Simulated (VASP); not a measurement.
Runs of VASP 6.6.1 on AlCo. The structure is that of space group Pm-3m (No. 221), or close to it. The cells are those of the table. 

```tsv
spin	cell	gap on the mesh (eV)	pressure (GPa)
off	a = 2.794 Å, 2 atoms	none	(a)
off	a = 2.733 Å, 2 atoms	none	30.0
off	a = 2.819 Å, 2 atoms	none	6.5
collinear, ferromagnetic start	a = 2.852 Å, 2 atoms	none	0.0
off	a = 2.823 Å, 2 atoms	none	5.5
off	a = 2.764 Å, 2 atoms	none	20.6
off	a = 2.944 Å, 2 atoms	none	(b)
```

Alike in all rows: task single point; level PBE; potentials or basis VASP PAW PBE potentials, release 64 (Al, Co); k mesh 14 × 14 × 14; cutoff (eV) 520; smearing gaussian 0.1 eV.

Q: Fill in the values left out.

A: (a) 12.6; (b) -13.9.

Caveats: the cell stands under pressure (at least some runs); the cell stands under tension (at least some runs).

A gap of «none» marks levels without a gap at the run's occupations.
